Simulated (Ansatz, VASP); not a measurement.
## BAs: VASP beside Ansatz

INCAR

```
PREC = Accurate
ENCUT = 520
EDIFF = 1E-7
ISMEAR = -1
SIGMA = 0.05
LREAL = F
LASPH = T
NELM = 80
ALGO = Normal
ISIF = 2
LWAVE = F
LCHARG = T
GGA = CA
LELF = T
LVHAR = T
NBANDS = 11
```

The input KPOINTS:

```
regular mesh
0
Gamma
  13 13 13
```

POSCAR

```
BAs
1.0
    0.0000000000      2.3885000000      2.3646150000
    2.3885000000      0.0000000000      2.3646150000
    2.3885000000      2.3885000000      0.0000000000
B As
1 1
Direct
    0.0000000000      0.0000000000      0.0000000000
    0.7500000000      0.7500000000      0.7500000000
```

Input for Ansatz:

```yaml
crystal:
  lattice:
    - [0.0, 2.3885, 2.364615]
    - [2.3885, 0.0, 2.364615]
    - [2.3885, 2.3885, 0.0]
  atoms:
    - { symbol: B, position: [0.0, 0.0, 0.0] }
    - { symbol: As, position: [0.75, 0.75, 0.75] }
kpoints:
  mp_grid: { grid: [13, 13, 13] }
  band_path:
    path:
      - [0.0, 0.0, 0.0]
      - [0.0, 0.5, 0.5]
      - [0.25, 0.75, 0.5]
      - [0.0, 0.5, 0.0]
      - [0.0, 0.0, 0.0]
      - [0.5, 0.5, 0.0]
      - [0.3775380063, 0.6224619937, 0.0]
      - [-0.3775380063, 0.3775380063, 0.0]
      - [0.0, 0.0, 0.0]
    npoints: 5
scf:
  occupations: { method: fermi_dirac, width: 0.05 }
hamiltonian:
  xc: lda
  pseudopotentials: { kind: all_electron, lapw: { basis_error: 0.0005 } }
output:
  forces: true
  stress: true
  eigenvalues: true
```

Change from the starting cell: zz strain of -1 %.

Alike in both runs: task single point; functional LDA; k mesh 13 × 13 × 13; occupations fermi-dirac, width 0.05 eV; no spin polarisation.

```csv
,VASP,Ansatz
version,VASP 6.6.1,Ansatz 0.2.0
potentials or method,"VASP PAW LDA potentials, release 64 (B, As), cutoff 520 eV","all-electron LAPW, scalar-relativistic"
```

|  | VASP | Ansatz | Ansatz less VASP |
| --- | --- | --- | --- |
| pressure (GPa) | -1.7 | -2.6 | -0.88 |
| traceless stress, the component that is largest in VASP (GPa) | 1.38 | 1.39 | +0.008 |

LDA's correlation is that of Perdew and Zunger in VASP and of Perdew and Wang (1992) in Ansatz. Ansatz ran all-electron here, and VASP with PAW potentials.
